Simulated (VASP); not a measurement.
# LiNbO3 (R3c) in VASP: notebook

Runs on LiNbO3. Level: PBE. Tasks: single point.

All numbers are computed with VASP 6.6.1; they aren't measurements. Logs are shortened: lines on timing, memory, paths and dates and some standing lists are left out, and cuts for length are marked.

**1. The cell of the first run**

The structure is trigonal, space group R3c (No. 161). Conventional cell: a = 5.080 Å, b = 5.080 Å, c = 14.628 Å, α = 90.00°, β = 90.00°, γ = 120.00°. Li (site symmetry 3) has 6 O at 2.06 to 2.29 Å within 2.7 Å. Within 2.5 Å of Nb (site symmetry 3) lie 6 O at 1.87 to 2.18 Å. Within 2.5 Å of O (site symmetry 1) lie 2 Nb at 1.87 to 2.18 Å and 2 Li at 2.06 to 2.29 Å.

**2. Single point, PBE (volume 10.899 Å^3 an atom, c/a of the conventional cell 2.8794)**

Contents of INCAR:

```
PREC = Accurate
ENCUT = 520
EDIFF = 1E-6
ISMEAR = 0
SIGMA = 0.05
LREAL = False
LASPH = True
NELM = 80
ALGO = Normal
ISIF = 2
LWAVE = False
LCHARG = False
GGA = PE
NBANDS = 45
```

Contents of KPOINTS:

```
regular mesh
0
Gamma
  6 6 6
```

Contents of POSCAR:

```
LiNbO3
1.0
    2.5401264028      1.4665426624      4.8760266428
   -2.5401264028      1.4665426624      4.8760266428
    0.0000000000     -2.9330853248      4.8760266428
Li Nb O
2 2 6
Direct
    0.2815913687      0.2815913687      0.2815913687
    0.7815913687      0.7815913687      0.7815913687
    0.0004900497      0.0004900497      0.0004900497
    0.5004900497      0.5004900497      0.5004900497
    0.1104619503      0.3580262714      0.7211003599
    0.7211003599      0.1104619503      0.3580262714
    0.3580262714      0.7211003599      0.1104619503
    0.2211003599      0.8580262714      0.6104619503
    0.8580262714      0.6104619503      0.2211003599
    0.6104619503      0.2211003599      0.8580262714
```

Potentials or basis: VASP PAW PBE potentials, release 64 (Li_sv, Nb_sv, O).

Launch:

```sh
$ cat potpaw_PBE.64/Li_sv/POTCAR potpaw_PBE.64/Nb_sv/POTCAR potpaw_PBE.64/O/POTCAR > POTCAR
$ mpirun -np 1 vasp_std > vasp.out
```

OUTCAR:

```text
PREC = Accurate
   ENCUT = 520
   EDIFF = 1E-6
   ISMEAR = 0
   LREAL = False
   LASPH = True
   NELM = 80
   ISIF = 2
   GGA = PE

 ion  position               nearest neighbor table
   1  0.282  0.282  0.282-   8 2.06  10 2.06   9 2.06
   2  0.782  0.782  0.782-   7 2.06   6 2.06   5 2.06
   3  0.000  0.000  0.000-   5 1.87   6 1.87   7 1.87   9 2.18   8 2.18  10 2.18
   4  0.500  0.500  0.500-   9 1.87  10 1.87   8 1.87   5 2.18   7 2.18   6 2.18
   5  0.110  0.358  0.721-   3 1.87   2 2.06   4 2.18
   6  0.721  0.110  0.358-   3 1.87   2 2.06   4 2.18
   7  0.358  0.721  0.110-   3 1.87   2 2.06   4 2.18
   8  0.221  0.858  0.610-   4 1.87   1 2.06   3 2.18
   9  0.858  0.610  0.221-   4 1.87   1 2.06   3 2.18
  10  0.610  0.221  0.858-   4 1.87   1 2.06   3 2.18

  LATTYP: Found a trigonal (rhomboedric) cell.
 ALAT       =     5.6902219064
 COS(alpha) =     0.6014505203

  Lattice vectors:

 A1 = (   2.5401264028,   1.4665426624,   4.8760266428)
 A2 = (  -2.5401264028,   1.4665426624,   4.8760266428)
 A3 = (   0.0000000000,  -2.9330853248,   4.8760266428)

Analysis of symmetry for initial positions (statically):
=====================================================================
 Subroutine PRICEL returns:
 Original cell was already a primitive cell.

 Routine SETGRP: Setting up the symmetry group for a
 trigonal (rhombohedral) supercell.

 Subroutine GETGRP returns: Found  6 space group operations
 (whereof  3 operations were pure point group operations)
 out of a pool of 12 trial point group operations.

The static configuration has the point symmetry C_3 .
 The point group associated with its full space group is C_3v.

Analysis of symmetry for dynamics (positions and initial velocities):
=====================================================================
 Subroutine PRICEL returns:
 Original cell was already a primitive cell.

 Routine SETGRP: Setting up the symmetry group for a
 trigonal (rhombohedral) supercell.

 Subroutine GETGRP returns: Found  6 space group operations
 (whereof  3 operations were pure point group operations)
 out of a pool of 12 trial point group operations.

The dynamic configuration has the point symmetry C_3 .
 The point group associated with its full space group is C_3v.

 Subroutine INISYM returns: Found  6 space group operations
[... 118 lines left out ...]
   NFREE  =      0    steps in history (QN), initial steepest desc. (CG)
   ISIF   =      2    stress and relaxation
   ISYM   =      2    0-nonsym 1-usesym 2-fastsym
   POTIM  = 0.5000    time-step for ionic-motion
   TEBEG  =    0.0;   TEEND  =   0.0 temperature during run
   PSTRESS=    0.0 pullay stress
   NELECT =      68.0000    total number of electrons
   NUPDOWN=      -1.0000    fix difference up-down
   EMIN   =  10.00;   EMAX   =-10.00  energy-range for DOS
   EFERMI =   0.00;   METHOD = LEGACY
   ISMEAR =     0;   SIGMA  =   0.05  broadening in eV -4-tet -1-fermi 0-gaus
   EFERMI_NEDOS =   21; number of points for ismear=-14 and -15
   IALGO  =     38    algorithm
   IMIX   =      4    mixing-type and parameters
     AMIX     =   0.40;   BMIX     =  1.00
     AMIX_MAG =   1.60;   BMIX_MAG =  1.00
  volume/ion in A,a.u.               =      10.90        73.55
  Fermi-wavevector in a.u.,A,eV,Ry     =   1.398906  2.643550 26.625777  1.956939
  Thomas-Fermi vector in A             =   2.522018
   LORBIT       =      0    0 simple, 1 ext, 2 COOP (PROOUT), +10 PAW based schemes
   GGA     = PE    functional components
   LHFCALC =     F    Hartree Fock is set to
   AEXX    =    0.0000 exact exchange contribution
   IVDW    =     0    specifies the selected vdW correction
   LEPSILON=     F    determine dielectric tensor
   LRPA    =     F    only Hartree local field effects (RPA)
 non-spin polarized calculation
 Gauss-broadening in eV      SIGMA  =   0.05
  energy-cutoff  :      520.00
  volume of cell :      108.99
 maximum number of plane-waves:      2959
   NGX = 21   NGY = 21   NGZ = 21

 number of electron      68.0000008 magnetization

 Free energy of the ion-electron system (eV)
  ---------------------------------------------------
  ext. energy  EPLUGINS =         0.00000000
  ---------------------------------------------------
  free energy    TOTEN  =       -79.88811254 eV

  energy without entropy =      -79.88811254  energy(sigma->0) =      -79.88811254

 E-fermi :   3.6937     XC(G=0): -10.6592

 val. band max:        3.3702525815   @ k =   0.0000   0.0000   0.0000
 cond. band min:       6.8957359241   @ k =   0.1667   0.1667   0.0000
 fundamental gap:      3.5254833426
 Fermi energy:         3.6936701925

 k-point     1 :       0.0000    0.0000    0.0000
  band No.  band energies     occupation
      1     -50.8829      2.00000
      2     -50.8702      2.00000
      3     -39.3320      2.00000
      4     -39.3299      2.00000
      5     -27.1754      2.00000
      6     -27.1754      2.00000
[... 1141 lines left out ...]
     44      12.6215      0.00000
     45      13.6952      0.00000

 [... further k-points ...]

------------------------ aborting loop because EDIFF is reached ----------------------------------------

  FORCE on cell =-STRESS in cart. coord.  units (eV):
  Direction    XX          YY          ZZ          XY          YZ          ZX
  --------------------------------------------------------------------------------------
  -------------------------------------------------------------------------------------
  Total        3.0615392      3.0615392     -4.1530440      0.0000000      0.0000000      0.0000000
  in kB       45.0073094     45.0073094    -61.0533868      0.0000000      0.0000000      0.0000000
  external PRESSURE =       9.6537440 kB  Pullay stress =       0.0000000 kB

 VOLUME and BASIS-vectors are now :
 -----------------------------------------------------------------------------
  energy-cutoff  :      520.00
  volume of cell :      108.99
      direct lattice vectors                 reciprocal lattice vectors
     2.540126403  1.466542662  4.876026643     0.196840598  0.113645972  0.068361672
    -2.540126403  1.466542662  4.876026643    -0.196840598  0.113645972  0.068361672
     0.000000000 -2.933085325  4.876026643     0.000000000 -0.227291944  0.068361672

 POSITION                                       TOTAL-FORCE (eV/Angst)
 -----------------------------------------------------------------------------------
      0.00000      0.00000      4.11914         0.000000      0.000000      0.059143
      0.00000      0.00000     11.43318         0.000000      0.000000      0.059143
      0.00000      0.00000      0.00717         0.000000      0.000000     -0.116261
      0.00000      0.00000      7.32121         0.000000      0.000000     -0.116261
     -0.62884     -1.42799      5.80047        -0.180094      0.097555      0.019039
      1.55110      0.16940      5.80047         0.005562     -0.204743      0.019039
     -0.92225      1.25859      5.80047         0.174532      0.107189      0.019039
     -1.61787     -0.20795      8.23848        -0.174532      0.107189      0.019039
      0.62884      1.50509      8.23848         0.180094      0.097555      0.019039
      0.98903     -1.29714      8.23848        -0.005562     -0.204743      0.019039
 -----------------------------------------------------------------------------------
    total drift:                                0.000000     -0.000000      0.000675

  FREE ENERGIE OF THE ION-ELECTRON SYSTEM (eV)
  ---------------------------------------------------
  free  energy   TOTEN  =       -79.8881125392 eV

  energy  without entropy=      -79.8881125392  energy(sigma->0) =      -79.88811254
```

OSZICAR:

```text
N       E                     dE             d eps       ncg     rms          rms(c)
DAV:   1     0.728746120806E+03    0.72875E+03   -0.36794E+04  2880   0.159E+03
DAV:   2    -0.311086199149E+02   -0.75985E+03   -0.73401E+03  3709   0.543E+02
DAV:   3    -0.920222548256E+02   -0.60914E+02   -0.60356E+02  4144   0.143E+02
DAV:   4    -0.975850468225E+02   -0.55628E+01   -0.55474E+01  5136   0.399E+01
DAV:   5    -0.978770945055E+02   -0.29205E+00   -0.29195E+00  4366   0.640E+00    0.273E+01
DAV:   6    -0.799847106902E+02    0.17892E+02   -0.77799E+01  4176   0.537E+01    0.948E+00
DAV:   7    -0.798821473398E+02    0.10256E+00   -0.83705E+00  4504   0.165E+01    0.550E+00
DAV:   8    -0.798876233510E+02   -0.54760E-02   -0.87960E-01  4632   0.651E+00    0.185E+00
DAV:   9    -0.798824974574E+02    0.51259E-02   -0.14770E-01  4041   0.288E+00    0.936E-01
DAV:  10    -0.798881321144E+02   -0.56347E-02   -0.37396E-02  3896   0.136E+00    0.165E-01
DAV:  11    -0.798879894035E+02    0.14271E-03   -0.33514E-03  4301   0.367E-01    0.501E-02
DAV:  12    -0.798881149036E+02   -0.12550E-03   -0.34644E-04  4208   0.130E-01    0.208E-02
DAV:  13    -0.798881151954E+02   -0.29179E-06   -0.94034E-05  4687   0.651E-02    0.219E-02
DAV:  14    -0.798881137365E+02    0.14589E-05   -0.21593E-05  4088   0.393E-02    0.645E-03
DAV:  15    -0.798881125202E+02    0.12163E-05   -0.21972E-06  2616   0.134E-02    0.217E-03
DAV:  16    -0.798881125392E+02   -0.18948E-07   -0.42906E-07  1920   0.597E-03
   1 F= -.79888113E+02 E0= -.79888113E+02  d E =-.201681E-21
```

stdout:

```text
POSCAR found type information on POSCAR LiNbO
 POSCAR found :  3 types and      10 ions
 scaLAPACK will be used
 LDA part: xc-table for (Slater+PW92), standard interpolation
 POSCAR, INCAR and KPOINTS ok, starting setup
 FFT: planning ... GRIDC
 FFT: planning ... GRID_SOFT
 FFT: planning ... GRID
 WAVECAR not read
 entering main loop
```

Wall time 4.6 min (1 thread of Intel Xeon 6975P-C (Granite Rapids), shared host); peak memory 0.32 GiB.

Results:

| Item | Value |
| --- | --- |
| Free energy | -79.8881 eV |
| Largest force | 0.206 eV/Å |
| Band gap on the k mesh | 3.53 eV, indirect (least direct gap 3.53 eV) |

Forces in eV/Å, atoms in the order of the input:
```
Li   0.000  0.000  0.059
Li   0.000  0.000  0.059
Nb   0.000  0.000 -0.116
Nb   0.000  0.000 -0.116
O   -0.180  0.098  0.019
O    0.006 -0.205  0.019
O    0.175  0.107  0.019
O   -0.175  0.107  0.019
O    0.180  0.098  0.019
O   -0.006 -0.205  0.019
```

Levels at points of the mesh, in eV from the valence-band top:
| k point | band 30 | band 31 | band 32 | band 33 | band 34 | band 35 | band 36 | band 37 | band 38 | band 39 |
| --- | --- | --- | --- | --- | --- | --- | --- | --- | --- | --- |
| (0.00, 0.00, 0.00) | -0.69 | -0.69 | -0.58 | 0.00 | 0.00 | 3.53 | 3.53 | 4.21 | 5.09 | 5.09 |
| (0.50, 0.00, 0.00) | -0.62 | -0.41 | -0.41 | -0.25 | -0.25 | 3.80 | 3.80 | 4.63 | 4.63 | 4.83 |
| (0.50, 0.50, 0.00) | -1.07 | -0.73 | -0.67 | -0.51 | -0.20 | 3.65 | 4.08 | 4.44 | 4.63 | 5.12 |
| (0.50, 0.50, 0.50) | -0.69 | -0.28 | -0.28 | -0.28 | -0.28 | 4.68 | 4.68 | 4.73 | 4.73 | 4.73 |

Caveat: the cutoff is under 1.25 times the usual one of these potentials, so pressure, stress and relaxed cells hold a basis-set (Pulay) error. A k mesh can miss the band edges.

(Continued in part 2 of 2.)
